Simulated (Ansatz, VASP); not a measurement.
# CuO in VASP and in Ansatz

The input INCAR:

```
ALGO = Normal
EDIFF = 1E-6
EDIFFG = -0.005
ENCUT = 600
GGA = PS
IBRION = 2
ISIF = 3
ISMEAR = -1
LASPH = T
LCHARG = F
LREAL = F
LWAVE = F
NELM = 80
NSW = 80
PREC = Accurate
SIGMA = 0.05
```

File KPOINTS:

```
k-points
0
Gamma
  8 8 8
```

Contents of POSCAR:

```
CuO
1.0
    0.0000000000      2.3272527300      2.3272527300
    2.3272527300      0.0000000000      2.3272527300
    2.3272527300      2.3272527300      0.0000000000
Cu O
1 1
Direct
    0.0000000000      0.0000000000      0.0000000000
    0.2500000000      0.2500000000      0.2500000000
```

File input.yaml:

```yaml
crystal:
  lattice:
    - [0.0, 2.32725273, 2.32725273]
    - [2.32725273, 0.0, 2.32725273]
    - [2.32725273, 2.32725273, 0.0]
  atoms:
    - { symbol: Cu, position: [0.0, 0.0, 0.0] }
    - { symbol: O, position: [0.25, 0.25, 0.25] }
kpoints:
  mp_grid: { grid: [8, 8, 8] }
scf:
  occupations: { method: fermi_dirac, width: 0.05 }
hamiltonian:
  xc: pbesol
  pseudopotentials: { kind: all_electron, lapw: { basis_error: 0.002 } }
output:
  forces: true
  stress: true
relax:
  f_tol: 0.005
  max_steps: 60
  cell: {}
```

Alike in both runs: task relaxation of cell and atoms; functional PBEsol; k mesh 8 × 8 × 8; occupations fermi-dirac, width 0.05 eV; no spin polarisation.

|  | VASP | Ansatz |
| --- | --- | --- |
| version | VASP 6.6.1 | Ansatz 0.2.0 |
| potentials or method | VASP PAW PBE potentials, release 64 (Cu, O), cutoff 600 eV | all-electron LAPW, scalar-relativistic |

Ansatz gave:

* relaxed volume (Å³/atom): 11.01
* relaxed cell length with the largest relative difference (Å): 3.146

Task: Which values does VASP return?

Result: Relaxed volume (Å³/atom): 11.05; relaxed cell length with the largest relative difference (Å): 3.150.

VASP's potentials were made for PBE, not for PBEsol. Ansatz ran all-electron here, and VASP with PAW potentials.

Noted on Ansatz's run: the k mesh is thin for a metal, which can move the energy by tens of meV per atom.
